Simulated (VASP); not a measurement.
# Fe (Fmmm) in VASP: a series of runs, part 2 of 3

VASP 6.6.1. The steps go on from the part before.

### Step 3. Single point, PBE, collinear spin, ferromagnetic start (11.55 Å³/atom)

This run uses another cell than the first one, of 11.55 Å³/atom.

INCAR reads:

```
SYSTEM = Fe
ALGO = Normal
EDIFF = 1E-7
ENCUT = 520
GGA = PE
ISIF = 2
ISMEAR = -1
ISPIN = 2
LASPH = .TRUE.
LCHARG = .FALSE.
LMAXMIX = 4
LORBIT = 11
LREAL = .FALSE.
LWAVE = .FALSE.
MAGMOM = 3
NBANDS = 14
NELM = 150
PREC = Accurate
SIGMA = 0.05
```

KPOINTS reads:

```
k-points
0
G
  16 16 16
  0 0 0
```

POSCAR reads:

```
Fe
1.0
    0.0000000000      1.9481907004      1.9716337988
    1.5034179515      0.0000000000      1.9716337988
    1.5034179515      1.9481907004      0.0000000000
Fe
1
Direct
    0.0000000000      0.0000000000      0.0000000000
```

Potentials or basis: VASP PAW PBE potentials, release 64 (Fe).

Command:

```
cat potpaw_PBE.64/Fe/POTCAR > POTCAR
mpirun -np 1 vasp_std > vasp.out
```

Wall time 2.2 min (1 thread of Intel Xeon 8259CL, shared host); peak memory 0.27 GiB.

It converged, with:

```
Free energy                                           : -8.2259 eV
Pressure                                              : -2.1 GPa
Net moment                                            : 2.25 μB per cell
Site moments                                          : Fe +2.25 μB
Valence electrons inside the program's atomic spheres : Fe 7.24
```

Stress tensor (GPa, compression positive):
```
-7.29  0.00  0.00
 0.00  1.30  0.00
 0.00  0.00 -0.26
```

Levels at points of the mesh, in eV from the Fermi level:
Spin up:
```
           k point  band 2  band 3  band 4  band 5  band 6  band 7  band 8  band 9
(0.00, 0.00, 0.00)   -2.42   -2.34   -2.02   -1.33   -0.95   23.78   25.24   25.49
(0.50, 0.00, 0.00)   -3.15   -1.38   -0.80    0.27    0.32    6.95   18.83   20.88
(0.50, 0.50, 0.00)   -3.68   -0.77   -0.70    0.36    0.87    7.65   17.23   18.47
(0.50, 0.00, 0.50)   -3.66   -0.79   -0.75    0.43    1.09    7.91   17.00   18.24
(0.00, 0.50, 0.50)   -4.66   -0.06    0.08    0.19    7.83   10.87   10.87   14.36
```
Spin down:
```
           k point  band 1  band 2  band 3  band 4  band 5  band 6
(0.00, 0.00, 0.00)   -8.17   -0.55   -0.40    0.10    1.34    1.94
(0.50, 0.00, 0.00)   -3.55   -1.32    0.42    1.22    1.98    2.58
(0.50, 0.50, 0.00)   -3.51   -2.03    1.00    1.97    2.11    2.62
(0.50, 0.00, 0.50)   -3.48   -1.97    1.22    1.91    2.04    2.64
(0.00, 0.50, 0.50)   -3.00   -2.81    2.30    2.31    2.37    8.10
```

Caveat: the stress differs along the axes, from -7 to 1 GPa.

### Step 4. Single point, PBE, collinear spin, ferromagnetic start (11.66 Å³/atom)

This run uses another cell than the first one, of 11.66 Å³/atom.

INCAR reads:

```
SYSTEM = Fe
  PREC = Accurate
  ENCUT = 520
  EDIFF = 1E-6
  ISMEAR = -1
  SIGMA = 0.05
  LREAL = .False.
  LASPH = .True.
  NELM = 150
  ALGO = Normal
  ISIF = 2
  LWAVE = .False.
  LCHARG = .False.
  ISPIN = 2
  MAGMOM = 3
  LORBIT = 11
  LMAXMIX = 4
  GGA = PE
  NBANDS = 14
```

KPOINTS reads:

```
Automatic mesh
0
Gamma
  16 16 16
  0 0 0
```

POSCAR reads:

```
Fe
1.0
    0.0000000000      1.9545992686      1.9781194830
    1.5083634409      0.0000000000      1.9781194830
    1.5083634409      1.9545992686      0.0000000000
Fe
1
Direct
    0.0000000000      0.0000000000      0.0000000000
```

Potentials or basis: VASP PAW PBE potentials, release 64 (Fe).

Command:

```
cat potpaw_PBE.64/Fe/POTCAR > POTCAR
mpirun -np 1 vasp_std > vasp.out
```

OUTCAR:

```text
SYSTEM = Fe
   PREC = Accurate
   ENCUT = 520
   EDIFF = 1E-6
   ISMEAR = -1
   LREAL = .False.
   LASPH = .True.
   NELM = 150
   ISIF = 2
   ISPIN = 2
   LORBIT = 11
   GGA = PE

 ion  position               nearest neighbor table
   1  0.000  0.000  0.000-

  LATTYP: Found a face centered orthorhombic cell.
 ALAT       =     3.0167268818
 B/A-ratio  =     1.2958410524
 C/A-ratio  =     1.3114342534

  Lattice vectors:

 A1 = (   0.0000000000,   1.9545992686,   1.9781194830)
 A2 = (   1.5083634409,   0.0000000000,   1.9781194830)
 A3 = (   1.5083634409,   1.9545992686,   0.0000000000)

Analysis of symmetry for initial positions (statically):
=====================================================================
 Subroutine PRICEL returns:
 Original cell was already a primitive cell.

 Routine SETGRP: Setting up the symmetry group for a
 face centered orthorhombic supercell.

 Subroutine GETGRP returns: Found  8 space group operations
 (whereof  8 operations were pure point group operations)
 out of a pool of  8 trial point group operations.

The static configuration has the point symmetry D_2h.

Analysis of symmetry for dynamics (positions and initial velocities):
=====================================================================
 Subroutine PRICEL returns:
 Original cell was already a primitive cell.

 Routine SETGRP: Setting up the symmetry group for a
 face centered orthorhombic supercell.

 Subroutine GETGRP returns: Found  8 space group operations
 (whereof  8 operations were pure point group operations)
 out of a pool of  8 trial point group operations.

The dynamic configuration has the point symmetry D_2h.

Analysis of structural, dynamic, and magnetic symmetry:
=====================================================================
 Subroutine PRICEL returns:
 Original cell was already a primitive cell.

 Routine SETGRP: Setting up the symmetry group for a
 face centered orthorhombic supercell.

 Subroutine GETGRP returns: Found  8 space group operations
 (whereof  8 operations were pure point group operations)
[... 163 lines left out ...]
      5       4.2366      1.00000
      6       4.6092      1.00000
      7      29.2535      0.00000
      8      30.7004      0.00000
      9      30.9507      0.00000
     10      34.7578      0.00000
     11      35.8405      0.00000
     12      35.9261      0.00000
     13      36.5169      0.00000
     14      36.6039      0.00000
[... 379 lines left out ...]
      3       3.2105      1.00000
      4       3.6796      1.00000
      5       4.1427      1.00000
      6       4.5717      1.00000
      7      27.3519      0.00000
      8      28.9601      0.00000
      9      30.4832      0.00000
     10      33.6865      0.00000
     11      34.1780      0.00000
     12      35.8947      0.00000
     13      36.2178      0.00000
     14      38.2177      0.00000

 [... further k-points ...]

 spin component 2

 k-point     1 :       0.0000    0.0000    0.0000
  band No.  band energies     occupation
      1      -2.5514      1.00000
      2       5.0583      0.99995
      3       5.2050      0.99914
      4       5.6957      0.05999
      5       6.9170      0.00000
      6       7.5149      0.00000
      7      28.9668      0.00000
      8      30.4890      0.00000
      9      30.7797      0.00000
     10      35.1039      0.00000
     11      35.8521      0.00000
     12      36.9889      0.00000
     13      37.1808      0.00000
     14      37.2589      0.00000
[... 379 lines left out ...]
      3       5.1462      0.99974
      4       5.8126      0.00612
      5       6.7843      0.00000
      6       7.4699      0.00000
      7      27.4381      0.00000
      8      29.1059      0.00000
      9      30.3456      0.00000
     10      34.1745      0.00000
     11      34.7297      0.00000
     12      36.4374      0.00000
     13      36.5375      0.00000
     14      38.9332      0.00000

 [... further k-points ...]

------------------------ aborting loop because EDIFF is reached ----------------------------------------

  FORCE on cell =-STRESS in cart. coord.  units (eV):
  Direction    XX          YY          ZZ          XY          YZ          ZX
  --------------------------------------------------------------------------------------
  -------------------------------------------------------------------------------------
  Total       -0.6330835     -0.0303437     -0.1374112     -0.0000000      0.0000000      0.0000000
  in kB      -86.9611610     -4.1680518    -18.8749794     -0.0000000      0.0000000      0.0000000
  external PRESSURE =     -36.6680641 kB  Pullay stress =       0.0000000 kB

 VOLUME and BASIS-vectors are now :
 -----------------------------------------------------------------------------
  energy-cutoff  :      520.00
  volume of cell :       11.66
      direct lattice vectors                 reciprocal lattice vectors
     0.000000000  1.954599269  1.978119483    -0.331485096  0.255806910  0.252765318
     1.508363441  0.000000000  1.978119483     0.331485096 -0.255806910  0.252765318
     1.508363441  1.954599269  0.000000000     0.331485096  0.255806910 -0.252765318

 POSITION                                       TOTAL-FORCE (eV/Angst)
 -----------------------------------------------------------------------------------
      0.00000      0.00000      0.00000         0.000000      0.000000      0.000000
 -----------------------------------------------------------------------------------
    total drift:                                0.000000     -0.000000      0.000000

  FREE ENERGIE OF THE ION-ELECTRON SYSTEM (eV)
  ---------------------------------------------------
  free  energy   TOTEN  =        -8.2238280039 eV

  energy  without entropy=       -8.2144413244  energy(sigma->0) =       -8.21913466

 total charge

# of ion       s       p       d       tot
------------------------------------------
    1        0.477   0.517   6.221   7.216

 magnetization (x)

# of ion       s       p       d       tot
------------------------------------------
    1       -0.013  -0.053   2.335   2.270
```

stdout:

```text
POSCAR found type information on POSCAR Fe
 POSCAR found :  1 types and       1 ions
 scaLAPACK will be used
 LDA part: xc-table for (Slater+PW92), standard interpolation
 POSCAR, INCAR and KPOINTS ok, starting setup
 FFT: planning ... GRIDC
 FFT: planning ... GRID_SOFT
 FFT: planning ... GRID
 WAVECAR not read
 entering main loop
```

Run time: 2.3 min. Hardware: 1 thread of Intel Xeon 8259CL, shared host; peak memory 0.27 GiB.

Results:

| Property | Result |
| --- | --- |
| Free energy | -8.2238 eV |
| Pressure | -3.7 GPa |
| Net moment | 2.27 μB per cell |
| Site moments | Fe +2.27 μB |
| Valence electrons inside the program's atomic spheres | Fe 7.22 |

Caveat: the stress differs along the axes, from -9 to -0 GPa.

(Continued in part 3 of 3.)
